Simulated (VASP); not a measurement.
# Eu (Im-3m) in VASP: a series of runs, part 2 of 2

VASP 6.6.1. The steps go on from the part before.

## (3) Single point, r2SCAN, collinear spin, ferromagnetic start

The input, POSCAR:

```
Eu
1.0
   -2.2274745855      2.2274745855      2.2274745855
    2.2274745855     -2.2274745855      2.2274745855
    2.2274745855      2.2274745855     -2.2274745855
Eu
1
Direct
    0.0000000000      0.0000000000      0.0000000000
```

The input, INCAR.step1:

```
ALGO = Normal
EDIFF = 1E-4
ENCUT = 520
GGA = PE
ISMEAR = -1
ISPIN = 2
LASPH = True
LCHARG = False
LMAXMIX = 6
LREAL = False
LWAVE = True
MAGMOM = 7.31
NBANDS = 18
NELM = 150
PREC = Accurate
SIGMA = 0.05
```

The input, INCAR.step2:

```
ALGO = Normal
EDIFF = 1E-6
ENCUT = 520
ISIF = 2
ISMEAR = -1
ISPIN = 2
ISTART = 1
LASPH = True
LCHARG = False
LMAXMIX = 6
LMIXTAU = True
LORBIT = 11
LREAL = False
LWAVE = False
MAGMOM = 7.31
METAGGA = R2SCAN
NBANDS = 18
NELM = 150
PREC = Accurate
SIGMA = 0.05
```

The input, KPOINTS:

```
k-points
0
Gamma
  5 5 5
```

Potentials or basis: VASP PAW PBE potentials, release 64 (Eu).

Launch:

```console
$ cat potpaw_PBE.64/Eu/POTCAR > POTCAR
$ cp INCAR.step1 INCAR
$ mpirun -np 1 vasp_std > vasp.out
$ cp INCAR.step2 INCAR
$ mpirun -np 1 vasp_std > vasp.out
```

OUTCAR:

```text
EDIFF = 1E-6
   ENCUT = 520
   ISIF = 2
   ISMEAR = -1
   ISPIN = 2
   ISTART = 1
   LASPH = True
   LORBIT = 11
   LREAL = False
   METAGGA = R2SCAN
   NELM = 150
   PREC = Accurate

 ion  position               nearest neighbor table
   1  0.000  0.000  0.000-

  LATTYP: Found a body centered cubic cell.
 ALAT       =     4.4549491710

  Lattice vectors:

 A1 = (  -2.2274745855,   2.2274745855,   2.2274745855)
 A2 = (   2.2274745855,  -2.2274745855,   2.2274745855)
 A3 = (   2.2274745855,   2.2274745855,  -2.2274745855)
[... 609 lines left out ...]
  -------------------------------------------------------------------------------------
  Total       -0.1952746     -0.1952746     -0.1952746     -0.0000000      0.0000000      0.0000000
  in kB       -7.0771435     -7.0771435     -7.0771435     -0.0000000      0.0000000      0.0000000
  external PRESSURE =      -7.0771435 kB  Pullay stress =       0.0000000 kB

 VOLUME and BASIS-vectors are now :
 -----------------------------------------------------------------------------
  energy-cutoff  :      520.00
  volume of cell :       44.21
      direct lattice vectors                 reciprocal lattice vectors
    -2.227474585  2.227474585  2.227474585     0.000000000  0.224469452  0.224469452
     2.227474585 -2.227474585  2.227474585     0.224469452  0.000000000  0.224469452
     2.227474585  2.227474585 -2.227474585     0.224469452  0.224469452  0.000000000

 POSITION                                       TOTAL-FORCE (eV/Angst)
 -----------------------------------------------------------------------------------
      0.00000      0.00000      0.00000         0.000000     -0.000000      0.000000
 -----------------------------------------------------------------------------------
    total drift:                               -0.000000     -0.000000      0.000000

  FREE ENERGIE OF THE ION-ELECTRON SYSTEM (eV)
  ---------------------------------------------------
  free  energy   TOTEN  =       -39.6500962977 eV

  energy  without entropy=      -39.6394693409  energy(sigma->0) =      -39.64478282

 total charge

# of ion       s       p       d       f       tot
--------------------------------------------------
    1        2.086   5.758   0.258   6.680  14.781

 magnetization (x)

# of ion       s       p       d       f       tot
--------------------------------------------------
    1       -0.014  -0.170   0.107   6.678   6.602
```

OUTCAR.step1:

```text
EDIFF = 1E-4
   ENCUT = 520
   GGA = PE
   ISMEAR = -1
   ISPIN = 2
   LASPH = True
[... 638 lines left out ...]
 POSITION                                       TOTAL-FORCE (eV/Angst)
 -----------------------------------------------------------------------------------
      0.00000      0.00000      0.00000        -0.000000      0.000000     -0.000000
 -----------------------------------------------------------------------------------
    total drift:                               -0.000000     -0.000000      0.000000

  FREE ENERGIE OF THE ION-ELECTRON SYSTEM (eV)
  ---------------------------------------------------
  free  energy   TOTEN  =       -11.4465308874 eV

  energy  without entropy=      -11.4393265239  energy(sigma->0) =      -11.44292871
```

It took 3.7 min on 1 thread of Intel Xeon 8259CL, shared host; peak memory 0.21 GiB.

Results:

```yaml
Free_energy: -39.6501 eV
Pressure: -0.7 GPa
Net_moment: 7.28 μB per cell
Site_moments: Eu +6.60 μB
Valence_electrons_inside_the_program's_atomic_spheres: Eu 14.78
```

Caveat: the k points lie up to 0.40 Å⁻¹ apart; the PAW data sets were made with another functional, which shifts forces and pressure a little; spin-orbit coupling is left out, which moves the levels of the heavy elements; semilocal functionals describe open f shells poorly, which spoils levels, moments and volumes. The state reached can hang on the start; a lower one may exist.

## (4) Single point, r2SCAN, collinear spin, ferromagnetic start

POSCAR is that of step 3.

INCAR.step1 is that of step 3.

Edit INCAR.step2 of step 3 so:

```diff
@@ -8,3 +8,4 @@
 LASPH = True
-LCHARG = False
+LCHARG = True
+LELF = True
 LMAXMIX = 6
@@ -13,2 +14,3 @@
 LREAL = False
+LVHAR = True
 LWAVE = False
```

The input, KPOINTS:

```
k-points
0
Gamma
  6 6 6
```

Launch:

```console
$ cat potpaw_PBE.64/Eu/POTCAR > POTCAR
$ cp INCAR.step1 INCAR
$ mpirun -np 1 vasp_std > vasp.out
$ cp INCAR.step2 INCAR
$ mpirun -np 1 vasp_std > vasp.out
```

Wall time 5.1 min (1 thread of Intel Xeon 8259CL, shared host); peak memory 0.21 GiB.

The run converged. Its results:

* Free energy: -39.6674 eV
* Pressure: -0.4 GPa
* Net moment: 7.64 μB per cell
* Site moments: Eu +6.68 μB
* Valence electrons inside the program's atomic spheres: Eu 14.79

Levels at points of the mesh, in eV from the Fermi level:
Spin up:
```tsv
k point	band 10	band 11	band 12	band 13	band 14	band 15
(0.00, 0.00, 0.00)	-0.49	-0.49	-0.47	2.05	2.05	2.05
(0.50, 0.00, 0.00)	-0.48	-0.46	-0.44	0.40	0.57	3.53
(0.50, 0.50, 0.50)	-0.60	-0.39	-0.39	-0.39	4.91	4.91
```
Spin down:
```tsv
k point	band 3	band 4	band 5	band 6	band 7	band 8
(0.00, 0.00, 0.00)	-18.42	-18.42	-3.26	3.22	3.22	3.22
(0.50, 0.00, 0.00)	-18.58	-18.42	-0.54	1.70	1.82	5.03
(0.50, 0.50, 0.50)	-18.76	-18.76	0.11	0.11	5.01	5.01
```

Caveat: the PAW data sets were made with another functional, which shifts forces and pressure a little; spin-orbit coupling is left out, which moves the levels of the heavy elements; semilocal functionals describe open f shells poorly, which spoils levels, moments and volumes. The state reached can hang on the start; a lower one may exist.

## (5) Overview

| k mesh | gap on the mesh (eV) | pressure (GPa) | moment (μB) |
| --- | --- | --- | --- |
| 4 × 4 × 4 | none | 0.0 | 7.43 |
| 5 × 5 × 5 | none | -0.7 | 7.28 |
| 6 × 6 × 6 | none | -0.4 | 7.64 |

Alike in all rows: task single point; level r2SCAN; potentials or basis VASP PAW PBE potentials, release 64 (Eu); spin collinear, ferromagnetic start; cell as given; cutoff (eV) 520; smearing fermi-dirac 0.05 eV.

Caveats: some runs use coarse meshes; the PAW data sets were made with another functional, which shifts forces and pressure a little; spin-orbit coupling is left out, which moves the levels of the heavy elements; semilocal functionals describe open f shells poorly, which spoils levels, moments and volumes.

Absolute energies hang on the potentials; compare differences alone.
